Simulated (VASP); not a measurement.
Wanted: the native input for a VASP 6.6.1 run.

```
Task                   : single point
Functional             : PBE
Potentials or basis    : VASP PAW PBE potentials, release 64 (Cs_sv, Zn)
Cutoff                 : 520 eV
k mesh                 : 6 × 6 × 6
Occupations            : gaussian, width 0.1 eV
Spin                   : no spin polarisation
Dipole correction      : no
Further INCAR settings : ALGO = Fast; EDIFF = 1e-06; NBANDS = 32
```

The structure of Cs4Zn lies in POSCAR:

```
Cs4Zn
1.0
   -4.8572423440      4.8572423440      4.5720443788
    4.8572423440     -4.8572423440      4.5720443788
    4.8572423440      4.8572423440     -4.5720443788
Cs Zn
4 1
Direct
    0.4335346871      0.9335346871      0.8670693741
    0.0664653129      0.5664653129      0.1329306258
    0.9335346871      0.0664653129      0.5000000000
    0.5664653129      0.4335346871      0.5000000000
    0.5000000000      0.5000000000      0.0000000000
```

The cell was generated, and may not be a known phase.

These files were run (other wordings do the same):

INCAR

```
SYSTEM = Cs4Zn
PREC = Accurate
ENCUT = 520
EDIFF = 1E-6
ISMEAR = 0
SIGMA = 0.1
LREAL = .FALSE.
LASPH = .TRUE.
NELM = 100
ALGO = Fast
ISIF = 2
LWAVE = .FALSE.
LCHARG = .FALSE.
GGA = PE
NBANDS = 32
```

KPOINTS

```
Automatic mesh
0
G
  6 6 6
  0 0 0
```

Potentials or basis: VASP PAW PBE potentials, release 64 (Cs_sv, Zn).

Command:

```bash
$ cat potpaw_PBE.64/Cs_sv/POTCAR potpaw_PBE.64/Zn/POTCAR > POTCAR
$ mpirun -np 1 vasp_std > vasp.out
```

Results of the run:

| Property | Result |
| --- | --- |
| Pressure | 0.0 GPa |
| Band gap on the k mesh | zero (bands 24 and 25 overlap by 0.97 eV) |

Caveat: spin-orbit coupling is left out, which moves the levels of the heavy elements.

It took 8.4 min on 1 thread of Intel(R) Xeon(R) Platinum 8375C CPU @ 2.90GHz (Ice Lake), on a shared host, peak memory 0.77 GiB.
